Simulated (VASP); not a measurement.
# InP (F-43m) in VASP: settings compared

Aim: see how the results for InP move with the level of theory and the settings. Levels: HF, RPBE, PBEsol. Tasks: single point, relaxation of cell and atoms.

All numbers are computed with VASP 6.6.1; they aren't measurements. Logs are shortened: lines on timing, memory, paths and dates and some standing lists are left out, and cuts for length are marked.

## Step 1: The cell of the first run

Symmetry: F-43m, No. 216, cubic system. The conventional cell has a = 5.984 Å, b = 5.984 Å, c = 5.984 Å, α = 90.00°, β = 90.00°, γ = 90.00°. In (site symmetry -43m) has 4 P at 2.59 Å within 3.4 Å. P (site symmetry -43m) has 4 In at 2.59 Å within 3.4 Å.

## Step 2: Single point, HF

POSCAR reads:

```
InP
1.0
    0.0000000000      2.9917951790      2.9917951790
    2.9917951790      0.0000000000      2.9917951790
    2.9917951790      2.9917951790      0.0000000000
In P
1 1
Direct
    0.0000000000      0.0000000000      0.0000000000
    0.7500000000      0.7500000000      0.7500000000
```

INCAR.step1 reads:

```
SYSTEM = InP
PREC = Accurate ; ENCUT = 520
EDIFF = 1E-5 ; ISMEAR = -1
SIGMA = 0.05 ; LREAL = .FALSE.
LASPH = .TRUE. ; NELM = 60
ALGO = Normal ; ISIF = 2
LWAVE = .TRUE. ; LCHARG = .FALSE.
NBANDS = 16 ; GGA = PE
```

INCAR.step2 reads:

```
SYSTEM = InP
PREC = Accurate ; ENCUT = 520
EDIFF = 1E-6 ; ISMEAR = -1
SIGMA = 0.05 ; LREAL = .FALSE.
LASPH = .TRUE. ; NELM = 60
ALGO = Normal ; ISIF = 2
LWAVE = .FALSE. ; LCHARG = .FALSE.
GGA = PE ; LHFCALC = .TRUE.
AEXX = 1.0 ; ALDAC = 0.0
AGGAC = 0.0 ; PRECFOCK = Normal
NBANDS = 16 ; ISTART = 1
```

KPOINTS reads:

```
regular mesh
0
G
  4 4 4
  0 0 0
```

Potentials or basis: VASP PAW PBE potentials, release 64 (In_d, P).

Started as:

```
cat potpaw_PBE.64/In_d/POTCAR potpaw_PBE.64/P/POTCAR > POTCAR
cp INCAR.step1 INCAR
mpirun -np 1 vasp_std > vasp.out
cp INCAR.step2 INCAR
mpirun -np 1 vasp_std > vasp.out
```

OUTCAR:

```text
SYSTEM = InP
   PREC = Accurate
   ENCUT = 520
   EDIFF = 1E-6
   ISMEAR = -1
   LREAL = .FALSE.
   LASPH = .TRUE.
   NELM = 60
   ISIF = 2
   GGA = PE
   LHFCALC = .TRUE.
   AEXX = 1.0
   PRECFOCK = Normal
   ISTART = 1

 ion  position               nearest neighbor table
   1  0.000  0.000  0.000-   2 2.59   2 2.59   2 2.59   2 2.59
   2  0.750  0.750  0.750-   1 2.59   1 2.59   1 2.59   1 2.59

  LATTYP: Found a face centered cubic cell.
 ALAT       =     5.9835903580

  Lattice vectors:

 A1 = (   0.0000000000,   2.9917951790,   2.9917951790)
 A2 = (   2.9917951790,   0.0000000000,   2.9917951790)
 A3 = (   2.9917951790,   2.9917951790,   0.0000000000)

Analysis of symmetry for initial positions (statically):
=====================================================================
 Subroutine PRICEL returns:
 Original cell was already a primitive cell.

 Routine SETGRP: Setting up the symmetry group for a
 face centered cubic supercell.

 Subroutine GETGRP returns: Found 24 space group operations
 (whereof 24 operations were pure point group operations)
 out of a pool of 48 trial point group operations.

The static configuration has the point symmetry T_d .

Analysis of symmetry for dynamics (positions and initial velocities):
=====================================================================
 Subroutine PRICEL returns:
 Original cell was already a primitive cell.

 Routine SETGRP: Setting up the symmetry group for a
 face centered cubic supercell.

 Subroutine GETGRP returns: Found 24 space group operations
 (whereof 24 operations were pure point group operations)
 out of a pool of 48 trial point group operations.

The dynamic configuration has the point symmetry T_d .

 Subroutine INISYM returns: Found 24 space group operations
 (whereof 24 operations are pure point group operations),
 and found     1 'primitive' translations

----------------------------------------------------------------------------------------

                                     Primitive cell

  volume of cell :      53.5582

  direct lattice vectors                    reciprocal lattice vectors
     0.000000000  2.991795179  2.991795179    -0.167123740  0.167123740  0.167123740
     2.991795179  0.000000000  2.991795179     0.167123740 -0.167123740  0.167123740
     2.991795179  2.991795179  0.000000000     0.167123740  0.167123740 -0.167123740

  length of vectors
     4.231037318  4.231037318  4.231037318     0.289466809  0.289466809  0.289466809

  position of ions in fractional coordinates (direct lattice)
     0.000000000  0.000000000  0.000000000
     0.750000000  0.750000000  0.750000000

  ion indices of the primitive-cell ions
   primitive index   ion index
                 1           1
                 2           2

----------------------------------------------------------------------------------------

 KPOINTS: regular mesh

Automatic generation of k-mesh.
 Grid dimensions read from file:
 generate k-points for:    4    4    4

 Generating k-lattice:

  Cartesian coordinates                     Fractional coordinates (reciprocal lattice)
    -0.041780935  0.041780935  0.041780935     0.250000000  0.000000000  0.000000000
     0.041780935 -0.041780935  0.041780935     0.000000000  0.250000000  0.000000000
     0.041780935  0.041780935 -0.041780935     0.000000000  0.000000000  0.250000000

  Length of vectors
     0.072366702  0.072366702  0.072366702

  Shift w.r.t. Gamma in fractional coordinates (k-lattice)
     0.000000000  0.000000000  0.000000000

 Subroutine IBZKPT returns following result:
 ===========================================

 Found      8 irreducible k-points:

 Following reciprocal coordinates:
            Coordinates               Weight
  0.000000  0.000000  0.000000      1.000000
  0.250000  0.000000  0.000000      8.000000
  0.500000  0.000000  0.000000      4.000000
  0.250000  0.250000  0.000000      6.000000
  0.500000  0.250000  0.000000     24.000000
 -0.250000  0.250000  0.000000     12.000000
  0.500000  0.500000  0.000000      3.000000
 -0.250000  0.500000  0.250000      6.000000
   k-points           NKPTS =      8   k-points in BZ     NKDIM =     64   number of bands    NBANDS=     16
   number of dos      NEDOS =    301   number of ions     NIONS =      2
   total plane-waves  NPLWV =  32768
   dimension x,y,z NGX =    32 NGY =   32 NGZ =   32
   dimension x,y,z NGXF=    64 NGYF=   64 NGZF=   64
   ions per type =               1   1
   NGX,Y,Z   is equivalent  to a cutoff of  12.57, 12.57, 12.57 a.u.
   NGXF,Y,Z  is equivalent  to a cutoff of  25.15, 25.15, 25.15 a.u.
 SYSTEM =  InP
   PREC   = accura    normal or accurate (medium, high low for compatibility)
   ISTART =      1    job   : 0-new  1-cont  2-samecut
   ICHARG =      0    charge: 1-file 2-atom 10-const
   ISPIN  =      1    spin polarized calculation?
   LNONCOLLINEAR =      F non collinear calculations
   LSORBIT =      F    spin-orbit coupling
   LASPH  =      T    aspherical Exc in radial PAW
   ENCUT  =  520.0 eV  38.22 Ry    6.18 a.u.   7.87  7.87  7.87*2*pi/ulx,y,z
   NELM   =     60;   NELMIN=  2; NELMDL=  0     # of ELM steps
   EDIFF  = 0.1E-05   stopping-criterion for ELM
   LREAL  =      F    real-space projection
   EDIFFG = 0.1E-04   stopping-criterion for IOM
   NSW    =      0    number of steps for IOM
   IBRION =     -1    ionic relax: 0-MD 1-quasi-New 2-CG
   NFREE  =      0    steps in history (QN), initial steepest desc. (CG)
   ISIF   =      2    stress and relaxation
   ISYM   =      3    0-nonsym 1-usesym 2-fastsym
   POTIM  = 0.5000    time-step for ionic-motion
   TEBEG  =    0.0;   TEEND  =   0.0 temperature during run
   PSTRESS=    0.0 pullay stress
   NELECT =      18.0000    total number of electrons
   NUPDOWN=      -1.0000    fix difference up-down
   EMIN   =  10.00;   EMAX   =-10.00  energy-range for DOS
   EFERMI =   0.00;   METHOD = LEGACY
   ISMEAR =    -1;   SIGMA  =   0.05  broadening in eV -4-tet -1-fermi 0-gaus
   EFERMI_NEDOS =   21; number of points for ismear=-14 and -15
   IALGO  =     38    algorithm
   IMIX   =      1    mixing-type and parameters
     AMIX     =   0.40;   BMIX     =  1.00
     AMIX_MAG =   1.60;   BMIX_MAG =  1.00
  volume/ion in A,a.u.               =      26.78       180.71
  Fermi-wavevector in a.u.,A,eV,Ry     =   1.138214  2.150912 17.626762  1.295530
  Thomas-Fermi vector in A             =   2.274918
   LORBIT       =      0    0 simple, 1 ext, 2 COOP (PROOUT), +10 PAW based schemes
   GGA     = PE    functional components
   LHFCALC =     T    Hartree Fock is set to
   PRECFOCK=normal    Normal, Fast or Accurate (Low or Medium for compatibility)
   ENCUT4O =  -1.0   cutoff for four orbital integrals eV
   NKREDX  =     1    reduce k-point grid by
   NKREDY  =     1    reduce k-point grid by
   NKREDZ  =     1    reduce k-point grid by
   AEXX    =    1.0000 exact exchange contribution
   HFSCREEN=    0.0000 screening length (either q_TF or 0.3 A-1)
   HFSCREENC=   0.0000 screening length for correlation (either q_TF or 0.3 A-1)
   ENCUTFOCK=  -1.0 apply spherical cutoff to Coloumb kernel
   IVDW    =     0    specifies the selected vdW correction
   LEPSILON=     F    determine dielectric tensor
   LRPA    =     F    only Hartree local field effects (RPA)
 non-spin polarized calculation
  energy-cutoff  :      520.00
  volume of cell :       53.56
 maximum number of plane-waves:      1459
  NGX = 24; NGY = 24; NGZ = 24

 number of electron      18.0000001 magnetization

 Free energy of the ion-electron system (eV)
  ---------------------------------------------------
  ext. energy  EPLUGINS =         0.00000000
  ---------------------------------------------------
  free energy    TOTEN  =       -16.32132335 eV

  energy without entropy =      -16.32132335  energy(sigma->0) =      -16.32132335

 E-fermi :   3.5034     XC(G=0):   0.0000

 val. band max:        2.4350379628   @ k =   0.0000   0.0000   0.0000
 cond. band min:       9.4135181446   @ k =   0.0000   0.0000   0.0000
 fundamental gap:      6.9784801818
 Fermi energy:         3.5033947952

 k-point     1 :       0.0000    0.0000    0.0000
  band No.  band energies     occupation
      1     -18.2205      2.00000
      2     -18.2205      2.00000
      3     -18.2205      2.00000
      4     -18.0491      2.00000
      5     -18.0491      2.00000
      6     -13.3400      2.00000
[... 8 lines left out ...]
     15      19.2874      0.00000
     16      19.2874      0.00000

 k-point     2 :       0.2500    0.0000    0.0000
  band No.  band energies     occupation
      1     -18.2639      2.00000
      2     -18.1994      2.00000
      3     -18.1994      2.00000
      4     -18.0482      2.00000
      5     -18.0482      2.00000
      6     -12.5116      2.00000
[... 8 lines left out ...]
     15      18.1487      0.00000
     16      18.4458      0.00000

 k-point     3 :       0.5000    0.0000    0.0000
  band No.  band energies     occupation
      1     -18.3057      2.00000
      2     -18.1827      2.00000
      3     -18.1827      2.00000
      4     -18.0426      2.00000
      5     -18.0426      2.00000
      6     -11.2774      2.00000
[... 8 lines left out ...]
     15      20.9850      0.00000
     16      20.9850      0.00000

 k-point     4 :       0.2500    0.2500    0.0000
  band No.  band energies     occupation
      1     -18.3000      2.00000
      2     -18.1755      2.00000
      3     -18.1755      2.00000
      4     -18.0666      2.00000
      5     -18.0374      2.00000
      6     -12.2308      2.00000
[... 8 lines left out ...]
     15      20.0723      0.00000
     16      22.0362      0.00000

 k-point     5 :       0.5000    0.2500    0.0000
  band No.  band energies     occupation
      1     -18.3320      2.00000
      2     -18.1610      2.00000
      3     -18.1541      2.00000
      4     -18.0658      2.00000
      5     -18.0359      2.00000
      6     -10.9490      2.00000
[... 8 lines left out ...]
     15      21.1614      0.00000
     16      22.0646      0.00000

 k-point     6 :      -0.2500    0.2500    0.0000
  band No.  band energies     occupation
      1     -18.3069      2.00000
      2     -18.1743      2.00000
      3     -18.1740      2.00000
      4     -18.0511      2.00000
      5     -18.0472      2.00000
      6     -11.4058      2.00000
[... 8 lines left out ...]
     15      20.4144      0.00000
     16      22.1095      0.00000

 k-point     7 :       0.5000    0.5000    0.0000
  band No.  band energies     occupation
      1     -18.3692      2.00000
      2     -18.1287      2.00000
      3     -18.1287      2.00000
      4     -18.0883      2.00000
      5     -18.0254      2.00000
      6     -10.4845      2.00000
[... 8 lines left out ...]
     15      21.3092      0.00000
     16      22.0466      0.00000

 k-point     8 :      -0.2500    0.5000    0.2500
  band No.  band energies     occupation
      1     -18.3419      2.00000
      2     -18.1622      2.00000
      3     -18.1336      2.00000
      4     -18.0668      2.00000
      5     -18.0400      2.00000
      6     -10.4173      2.00000
[... 8 lines left out ...]
     15      21.8723      0.00000
     16      22.0036      0.00000

------------------------ aborting loop because EDIFF is reached ----------------------------------------

  FORCE on cell =-STRESS in cart. coord.  units (eV):
  Direction    XX          YY          ZZ          XY          YZ          ZX
  --------------------------------------------------------------------------------------
  -------------------------------------------------------------------------------------
  Total       -0.2179774     -0.2179774     -0.2179774      0.0000000      0.0000000     -0.0000000
  in kB       -6.5207350     -6.5207350     -6.5207350      0.0000000      0.0000000     -0.0000000
  external PRESSURE =      -6.5207350 kB  Pullay stress =       0.0000000 kB

 VOLUME and BASIS-vectors are now :
 -----------------------------------------------------------------------------
  energy-cutoff  :      520.00
  volume of cell :       53.56
      direct lattice vectors                 reciprocal lattice vectors
     0.000000000  2.991795179  2.991795179    -0.167123740  0.167123740  0.167123740
     2.991795179  0.000000000  2.991795179     0.167123740 -0.167123740  0.167123740
     2.991795179  2.991795179  0.000000000     0.167123740  0.167123740 -0.167123740

 POSITION                                       TOTAL-FORCE (eV/Angst)
 -----------------------------------------------------------------------------------
      0.00000      0.00000      0.00000        -0.000000     -0.000000     -0.000000
      4.48769      4.48769      4.48769         0.000000      0.000000      0.000000
 -----------------------------------------------------------------------------------
    total drift:                               -0.000054     -0.000047     -0.000027

  FREE ENERGIE OF THE ION-ELECTRON SYSTEM (eV)
  ---------------------------------------------------
  free  energy   TOTEN  =       -16.3213233549 eV

  energy  without entropy=      -16.3213233549  energy(sigma->0) =      -16.32132335
```

Run time: 7.4 min. Hardware: 1 thread of Intel Xeon Platinum 8124M at 3.00GHz (Skylake/Cascade Lake), shared host; peak memory 0.18 GiB.

What came out:

```
Free energy            : -16.3213 eV
Pressure               : -0.7 GPa
Band gap on the k mesh : 6.98 eV
```

Levels at points of the mesh, in eV from the valence-band top:
| k point | band 7 | band 8 | band 9 | band 10 | band 11 | band 12 |
| --- | --- | --- | --- | --- | --- | --- |
| (0.00, 0.00, 0.00) | 0.00 | 0.00 | 0.00 | 6.98 | 10.77 | 10.77 |
| (0.50, 0.00, 0.00) | -7.22 | -1.18 | -1.18 | 7.81 | 11.51 | 11.51 |
| (0.50, 0.50, 0.00) | -7.22 | -2.86 | -2.86 | 7.68 | 8.57 | 16.87 |

Caveat: the k points lie up to 0.45 Å⁻¹ apart; the PAW data sets were made with another functional, which shifts forces and pressure a little; spin-orbit coupling is left out, which moves the levels of the heavy elements.

## Step 3: Relaxation of cell and atoms, HF

This run uses another cell than the first one, of 25.17 Å³/atom.

POSCAR reads:

```
InP
1.0
    0.0000000000      2.9305000000      2.9305000000
    2.9305000000      0.0000000000      2.9305000000
    2.9305000000      2.9305000000      0.0000000000
In P
1 1
Direct
    0.0000000000      0.0000000000      0.0000000000
    0.7500000000      0.7500000000      0.7500000000
```

INCAR.step1 reads:

```
PREC = Accurate
ENCUT = 600
EDIFF = 1E-5
ISMEAR = -1
SIGMA = 0.05
LREAL = F
LASPH = T
NELM = 100
ALGO = Normal
LWAVE = T
LCHARG = F
GGA = PE
NBANDS = 16
```

INCAR.step2 reads:

```
PREC = Accurate
ENCUT = 600
EDIFF = 1E-6
ISMEAR = -1
SIGMA = 0.05
LREAL = F
LASPH = T
NELM = 100
ALGO = Normal
ISIF = 3
LWAVE = F
LCHARG = F
GGA = PE
LHFCALC = T
AEXX = 1.0
ALDAC = 0.0
AGGAC = 0.0
PRECFOCK = Normal
IBRION = 2
NSW = 60
EDIFFG = -0.01
ISTART = 1
```

KPOINTS reads:

```
Automatic mesh
0
Gamma
  4 4 4
```

Potentials or basis: VASP PAW PBE potentials, release 64 (In_d, P).

Started as:

```
cat potpaw_PBE.64/In_d/POTCAR potpaw_PBE.64/P/POTCAR > POTCAR
cp INCAR.step1 INCAR
mpirun -np 1 vasp_std > vasp.out
cp INCAR.step2 INCAR
mpirun -np 1 vasp_std > vasp.out
```

Run time: 47 min. Hardware: 1 thread of Intel Xeon Platinum 8124M at 3.00GHz (Skylake/Cascade Lake), shared host; peak memory 0.23 GiB.

It converged, with:

| Quantity | Value |
| --- | --- |
| Free energy | -16.3223 eV |
| Relaxed volume | 26.58 Å³/atom |
| Relaxed cell | a = 4.221 Å, b = 4.221 Å, c = 4.221 Å, α = 60.00°, β = 60.00°, γ = 60.00° |
| Space group after relaxing (to 0.1 Å) | F-43m (No. 216) |
| Energy gained by relaxing | 19.3 meV/atom |
| Ionic steps | 3 |
| Pressure after relaxing | 0.0 GPa |
| Band gap on the k mesh | 7.04 eV |

The path:
```csv
step,energy change (eV),largest force (eV/Å),pressure (GPa),volume (Å³)
1,0.0000,0.0000,4.59,50.33
2,-0.0103,0.0000,-3.32,55.76
3,-0.0386,0.0000,-0.05,53.16
```

Final structure:
```yaml
crystal:
  lattice:
    - [0.00000, 2.98441, 2.98441]
    - [2.98441, 0.00000, 2.98441]
    - [2.98441, 2.98441, 0.00000]
  atoms:
    - { symbol: In, position: [0.00000, 0.00000, 0.00000] }
    - { symbol: P, position: [0.75000, 0.75000, 0.75000] }
```

Levels at points of the mesh, in eV from the valence-band top:
| k point | band 6 | band 7 | band 8 | band 9 | band 10 | band 11 | band 12 | band 13 |
| --- | --- | --- | --- | --- | --- | --- | --- | --- |
| (0.00, 0.00, 0.00) | -15.83 | 0.00 | 0.00 | 0.00 | 7.04 | 10.78 | 10.78 | 10.78 |
| (0.50, 0.00, 0.00) | -13.74 | -7.27 | -1.19 | -1.19 | 7.84 | 11.52 | 11.52 | 13.96 |
| (0.50, 0.50, 0.00) | -12.94 | -7.26 | -2.89 | -2.89 | 7.67 | 8.58 | 16.94 | 17.71 |

Caveat: the k points lie up to 0.46 Å⁻¹ apart in the final cell; the PAW data sets were made with another functional, which shifts forces and pressure a little; spin-orbit coupling is left out, which moves the levels of the heavy elements.

(Part 1 of 2 ends here.)
